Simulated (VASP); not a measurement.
Write the native input for VASP 6.6.1 that does the following.

```yaml
Task: single point
Functional: HSE06
Potentials_or_basis: VASP PAW PBE potentials, release 64 (Sn_d, S)
Cutoff: 400 eV
k_mesh: 6 × 6 × 4
Occupations: gaussian, width 0.01 eV
Spin: no spin polarisation
Dipole_correction: no
Grid_for_exact_exchange_PRECFOCK: Normal
Further_INCAR_settings: ALGO = Normal; EDIFF = 1e-06; NBANDS = 20
Share_of_exact_exchange: 0.25
Screening_parameter: 0.2079 1/Å
```

The system is SnS2.

```xyz
3
Lattice="3.6608 0.0000 0.0000 -1.8304 3.1703 0.0000 0.0000 0.0000 6.1406" Properties=species:S:1:pos:R:3 pbc="T T T"
Sn    0.0000    0.0000    0.0000
S     0.0000    2.1135    1.4677
S     1.8304    1.0568    4.6729
```

This cell differs from its parent crystal: uniaxial z strain +3.0%.

One way to write it, as run:

POSCAR

```
SnS2
1.0
    3.6607548065      0.0000000000      0.0000000000
   -1.8303774033      3.1703066595      0.0000000000
    0.0000000000      0.0000000000      6.1406342826
Sn S
1 2
Direct
    0.0000000000      0.0000000000      0.0000000000
    0.3333333333      0.6666666667      0.2390210242
    0.6666666667      0.3333333333      0.7609789758
```

INCAR.step1

```
PREC = Accurate ; ENCUT = 400
EDIFF = 1E-5 ; ISMEAR = 0
SIGMA = 0.01 ; LREAL = F
LASPH = T ; NELM = 120
ALGO = Normal ; ISIF = 2
LWAVE = T ; LCHARG = F
GGA = PE ; NBANDS = 20
GGA_COMPAT = F ; KPAR = 4
```

INCAR.step2

```
PREC = Accurate ; ENCUT = 400
EDIFF = 1E-6 ; ISMEAR = 0
SIGMA = 0.01 ; LREAL = F
LASPH = T ; NELM = 120
ALGO = Normal ; ISIF = 2
LWAVE = F ; LCHARG = F
GGA = PE ; LHFCALC = T
HFSCREEN = 0.2079 ; PRECFOCK = Normal
ISTART = 1 ; NBANDS = 20
GGA_COMPAT = F ; KPAR = 4
```

KPOINTS

```
Automatic mesh
0
Gamma
  6 6 4
```

Potentials or basis: VASP PAW PBE potentials, release 64 (Sn_d, S).

The run is started by

```sh
$ cat potpaw_PBE.64/Sn_d/POTCAR potpaw_PBE.64/S/POTCAR > POTCAR
$ cp INCAR.step1 INCAR
$ mpirun -np 4 vasp_std > vasp.out
$ cp INCAR.step2 INCAR
$ mpirun -np 4 vasp_std > vasp.out
```

It gave:

* Pressure: -0.7 GPa
* Largest force: 0.275 eV/Å
* Band gap on the k mesh: 2.41 eV (least direct gap 2.74 eV)

Caveat: the cell differs from its parent crystal (uniaxial z strain +3.0%); the PAW data sets were made with another functional, which shifts forces and pressure a little; spin-orbit coupling is left out, which moves the levels of the heavy elements; this functional lacks dispersion, which binds layers or chains, so the pressure and a relaxed spacing across them are unreliable.

Wall time 21 min on 4 MPI ranks on Intel(R) Xeon(R) Platinum 8259CL CPU @ 2.50GHz (Skylake/Cascade Lake) (shared host), peak memory 0.27 GiB a rank.
